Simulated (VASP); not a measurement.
Runs of VASP 6.6.1 on Rb. The structure is that of space group Fm-3m (No. 225), or close to it. The cells are those of the table. 

```csv
cell,k mesh,gap on the mesh (eV),pressure (GPa)
"a = 5.167 Å, angles 60.0°, 1 atom",9 × 9 × 9,none,(a)
"a = 5.041 Å, angles 60.0°, 1 atom",9 × 9 × 9,none,-0.1
"a = 4.976 Å, angles 60.0°, 1 atom",9 × 9 × 9,none,0.0
"a = 5.105 Å, angles 60.0°, 1 atom",9 × 9 × 9,none,-0.2
"a = 4.976 Å, angles 60.0°, 1 atom",13 × 13 × 13,none,0.0
"a = 4.908 Å, angles 60.0°, 1 atom",9 × 9 × 9,none,0.1
"a = 4.768 Å, angles 60.0°, 1 atom",9 × 9 × 9,none,0.4
"a = 4.839 Å, angles 60.0°, 1 atom",9 × 9 × 9,none,(b)
```

Alike in all rows: task single point; level PBEsol; potentials or basis VASP PAW PBE potentials, release 64 (Rb_sv); no spin polarisation; cutoff (eV) 520; smearing fermi-dirac 0.1 eV.

Fill in the values left out.

(a) -0.3; (b) 0.3.

Caveats: the PAW data sets were made with another functional, which shifts forces and pressure a little.

A k mesh can miss the band edges, and the runs leave out spin-orbit coupling on Rb.

A gap of «none» marks levels without a gap at the run's occupations.
